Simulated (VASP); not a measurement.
Ga2SnO, 8 atoms in the cell. The structure is tetragonal, space group I4/mcm (No. 140). The conventional cell has a = 7.137 Å, b = 7.137 Å, c = 5.656 Å, α = 90.00°, β = 90.00°, γ = 90.00°. Within 2.8 Å of Ga (site symmetry m2m) lie 2 O at 2.04 Å and 2 Sn at 2.73 Å. Within 3.6 Å of Sn (site symmetry 4/m) lie 4 Ga at 2.73 Å and 2 Sn at 2.83 Å. Within 2.7 Å of O (site symmetry -42m) lie 4 Ga at 2.04 Å. 

* Program: VASP 6.6.1
* Task: relaxation of shape and atoms at fixed volume
* Functional: PBE
* Potentials or basis: VASP PAW PBE potentials, release 64 (Ga_d, Sn_d, O)
* Cutoff: 600 eV
* k mesh: 8 × 8 × 8
* Occupations: gaussian, width 0.1 eV
* Spin: no spin polarisation
* Dipole correction: no
* Further INCAR settings: ALGO = Normal; EDIFF = 1e-07; IBRION = 2; EDIFFG = -0.01; NSW = 50; ISIF = 4

Potentials or basis: VASP PAW PBE potentials, release 64 (Ga_d, Sn_d, O).

The run is started by

```console
$ cat potpaw_PBE.64/Ga_d/POTCAR potpaw_PBE.64/Sn_d/POTCAR potpaw_PBE.64/O/POTCAR > POTCAR
$ mpirun -np 1 vasp_std > vasp.out
```

Hardware: 1 thread of Intel Xeon 8259CL (shared host).

How long does it take, and how much memory?

It took 52 min on 1 thread of Intel Xeon 8259CL, on a shared host, peak memory 0.67 GiB. Counts: scf iterations 40, k points 59, ion steps 4.
